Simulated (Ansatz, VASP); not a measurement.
# Two plane-wave programs on AlN

```
CELL_PARAMETERS angstrom
-3.31348 0.00000 0.00000
0.00000 0.00000 -4.18759
0.00000 -5.73911 0.00000
ATOMIC_POSITIONS crystal
Al 0.50000 0.21926 0.16667
Al 0.00000 0.21926 0.66667
Al 0.00000 0.71926 0.33333
Al 0.50000 0.71926 0.83333
N 0.50000 0.80922 0.16667
N 0.00000 0.80922 0.66667
N 0.00000 0.30922 0.33333
N 0.50000 0.30922 0.83333
```

Change from the starting cell: mode 4 frozen in at +0.000 Å and mode 5 at -0.248 Å (largest displacements).

Alike in both runs: task single point; functional PBE; k mesh 8 × 6 × 4; occupations gaussian, width 0.05 eV; no spin polarisation.

|  | VASP | Ansatz |
| --- | --- | --- |
| version | VASP 6.6.1 | Ansatz 0.2.0 |
| potentials or method | VASP PAW PBE potentials, release 64 (Al, N), cutoff 520 eV | scalar-relativistic, plane waves, PAW |
| valence electrons in the cell | 32 | 32 |

Ansatz gave:

| Item | Value |
| --- | --- |
| gap on the k mesh at the Fermi level (eV) | 3.80 |
| least direct gap on the mesh (eV) | 3.80 |
| pressure (GPa) | 15.0 |
| traceless stress, the component that is largest in VASP (GPa) | 44.69 |
| rms of the force components (eV/Å) | 1.970 |

Estimate VASP's values.

gap on the k mesh at the Fermi level (eV): 3.81; least direct gap on the mesh (eV): 3.81; pressure (GPa): 14.9; traceless stress, the component that is largest in VASP (GPa): 44.97; rms of the force components (eV/Å): 1.977.

Atom by atom the forces differ by 0.007 eV/Å (rms over components).
